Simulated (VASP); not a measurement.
A run of VASP 6.6.1:

Contents of INCAR:

```
  ALGO = Normal
  EDIFF = 1E-6
  ENCUT = 520
  GGA = PE
  ISIF = 2
  ISMEAR = 0
  ISPIN = 2
  LASPH = True
  LCHARG = True
  LELF = True
  LMAXMIX = 4
  LORBIT = 11
  LREAL = False
  LVHAR = True
  LWAVE = False
  MAGMOM = 1 0
  NBANDS = 19
  NELM = 150
  PREC = Accurate
  SIGMA = 0.1
```

The input KPOINTS:

```
k-points
0
Gamma
  6 6 6
```

Contents of POSCAR:

```
ZrC
1.0
    0.0000000000      2.3502099500      2.3502099500
    2.3502099500      0.0000000000      2.3502099500
    2.3502099500      2.3502099500      0.0000000000
Zr C
1 1
Direct
    0.5000000000      0.5000000000      0.5000000000
    0.0000000000      0.0000000000      0.0000000000
```

Potentials or basis: VASP PAW PBE potentials, release 64 (Zr_sv, C).

Command:

```console
$ cat potpaw_PBE.64/Zr_sv/POTCAR potpaw_PBE.64/C/POTCAR > POTCAR
$ mpirun -np 1 vasp_std > vasp.out
```

Hardware: 1 thread of Intel(R) Xeon(R) 6975P-C (Granite Rapids) (shared host).

How long does it take, and how much memory?

Wall time 12 s on 1 thread of Intel(R) Xeon(R) 6975P-C (Granite Rapids), on a shared host, peak memory 0.17 GiB. Counts: scf iterations 13, k points 16.
